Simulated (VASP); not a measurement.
Here is a VASP 6.6.1 calculation.

Contents of INCAR:

```
ALGO     = Normal         # electronic algorithm
EDIFF    = 1E-6           # SCF threshold, eV
ENCUT    = 520            # plane-wave cutoff, eV
GGA      = PE             # functional
ISIF     = 2              # what is computed and relaxed
ISMEAR   = -1             # smearing method
LASPH    = True           # aspherical terms in the spheres
LCHARG   = True           # write CHGCAR
LELF     = True           # ELF
LREAL    = False          # projectors in reciprocal space
LVHAR    = True         
LWAVE    = False          # write WAVECAR
NBANDS   = 21             # bands
NELM     = 100            # most SCF steps
PREC     = Accurate       # precision mode
SIGMA    = 0.1            # smearing width, eV
```

Contents of KPOINTS:

```
k-points
0
Gamma
  7 7 4
```

Contents of POSCAR:

```
HfB
1.0
    4.0959429939      0.0000000000      0.0000000000
   -2.0479714969      3.5471906851      0.0000000000
    0.0000000000      0.0000000000      4.7669065848
Hf B
2 2
Direct
    0.3333333333      0.6666666667     -0.0624976165
    0.6666666667      0.3333333333      0.4375023835
    0.3333333333      0.6666666667      0.4374976165
    0.6666666667      0.3333333333      0.9374976165
```

Potentials or basis: VASP PAW PBE potentials, release 64 (Hf_pv, B).

Command:

```console
$ cat potpaw_PBE.64/Hf_pv/POTCAR potpaw_PBE.64/B/POTCAR > POTCAR
$ mpirun -np 1 vasp_std > vasp.out
```

Problem. Predict the pressure.

Solution. -0.1 GPa.

Problem. What does it give for the band gap on the k mesh?

Solution. Zero (band 13 reaches 3.05 eV, above the bottom of band 14 at 1.35 eV).

Stress tensor (GPa, compression positive):
```
-0.14  0.00  0.00
 0.00 -0.14  0.00
 0.00  0.00  0.01
```

Caveat: spin-orbit coupling is left out, which moves the levels of the heavy elements.
